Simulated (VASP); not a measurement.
A run of VASP 6.6.1 is set up as follows.

File INCAR:

```
SYSTEM = Zn
ALGO = Fast
EDIFF = 1E-7
ENCUT = 520
GGA = PE
ISIF = 2
ISMEAR = 0
LASPH = .True.
LCHARG = .False.
LREAL = .False.
LWAVE = .False.
NBANDS = 19
NELM = 80
PREC = Accurate
SIGMA = 0.1
```

KPOINTS

```
k-points
0
Gamma
  6 6 8
  0 0 0
```

The input POSCAR:

```
Zn
1.0
    3.5436323666      0.0000000000      0.0000000000
    0.0000000000      3.5436323666      0.0000000000
    0.0000000000      0.0000000000      2.5318203326
Zn
2
Direct
    0.0000000000      0.5000000000      0.7502136825
    0.5000000000      0.0000000000      0.2497863175
```

Potentials or basis: VASP PAW PBE potentials, release 64 (Zn).

Command:

```sh
$ cat potpaw_PBE.64/Zn/POTCAR > POTCAR
$ mpirun -np 1 vasp_std > vasp.out
```

**Question.** Estimate the pressure.

**Answer.** 0.3 GPa.

**Question.** Estimate the band gap on the k mesh.

**Answer.** Zero (bands 12 and 13 overlap by 6.31 eV).

Stress tensor (GPa, compression positive):
```
0.16 0.00 0.00
0.00 0.16 0.00
0.00 0.00 0.58
```
